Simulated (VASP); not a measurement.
Input of a VASP 6.6.1 run:

File INCAR:

```
PREC = Accurate ; ENCUT = 520
EDIFF = 1E-6 ; ISMEAR = 0
SIGMA = 0.1 ; LREAL = False
LASPH = True ; NELM = 80
ALGO = Fast ; ISIF = 2
LWAVE = False ; LCHARG = False
GGA = CA ; NBANDS = 19
```

File KPOINTS:

```
regular mesh
0
Gamma
  12 12 8
```

POSCAR

```
Zr
1.0
    3.1539378947      0.0000000028      0.0000000000
   -1.5769689498      2.7313903374      0.0000000000
    0.0000000000      0.0000000000      5.0620998342
Zr
2
Direct
    0.3333333333      0.6666666667      0.2500000000
    0.6666666667      0.3333333333      0.7500000000
```

Potentials or basis: VASP PAW LDA potentials, release 64 (Zr_sv).

Command:

```console
$ cat potpaw_LDA.64/Zr_sv/POTCAR > POTCAR
$ mpirun -np 1 vasp_std > vasp.out
```

Q: Estimate the band gap on the k mesh.

A: Zero (band 12 reaches 10.54 eV, above the bottom of band 13 at 9.31 eV).

Q: Predict the pressure.

A: 0.0 GPa.
